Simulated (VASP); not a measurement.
CdS: single point with HSE06

Crystal: CdS.

```
CELL_PARAMETERS angstrom
0.00000 2.93921 2.93921
3.10499 0.00000 2.93921
3.10499 2.93921 0.00000
ATOMIC_POSITIONS crystal
Cd 0.00000 0.00000 0.00000
S 0.25000 0.25000 0.25000
```

This cell differs from its parent crystal: uniaxial x strain +5.6%.

```json
{
 "Program": "VASP 6.6.1",
 "Task": "single point",
 "Functional": "HSE06",
 "Potentials or basis": "VASP PAW PBE potentials, release 64 (Cd, S)",
 "Cutoff": "520 eV",
 "k mesh": "6 × 6 × 6",
 "Occupations": "gaussian, width 0.01 eV",
 "Spin": "no spin polarisation"
}
```

| Item | Value |
| --- | --- |
| Pressure | -2.6 GPa |
| Band gap on the k mesh | 1.90 eV, direct |

Stress tensor (GPa, compression positive):
```
-3.53  0.00  0.00
 0.00 -2.09  0.00
 0.00  0.00 -2.09
```

Levels at points of the mesh, in eV from the valence-band top:
```tsv
k point	band 7	band 8	band 9	band 10	band 11	band 12
(0.00, 0.00, 0.00)	-0.17	0.00	0.00	1.90	7.65	7.65
(0.50, 0.00, 0.00)	-4.26	-0.86	-0.63	3.88	7.88	8.29
(0.50, 0.50, 0.00)	-3.80	-1.90	-1.81	4.45	5.14	10.27
(0.00, 0.50, 0.50)	-4.11	-1.64	-1.64	4.63	5.59	9.76
```

Run time: 76 min on 1 thread of Intel(R) Xeon(R) Platinum 8259CL CPU @ 2.50GHz (Skylake/Cascade Lake) (shared host), peak memory 0.32 GiB.

Caveat: the cell differs from its parent crystal (uniaxial x strain +5.6%); the PAW data sets were made with another functional, which shifts forces and pressure a little.
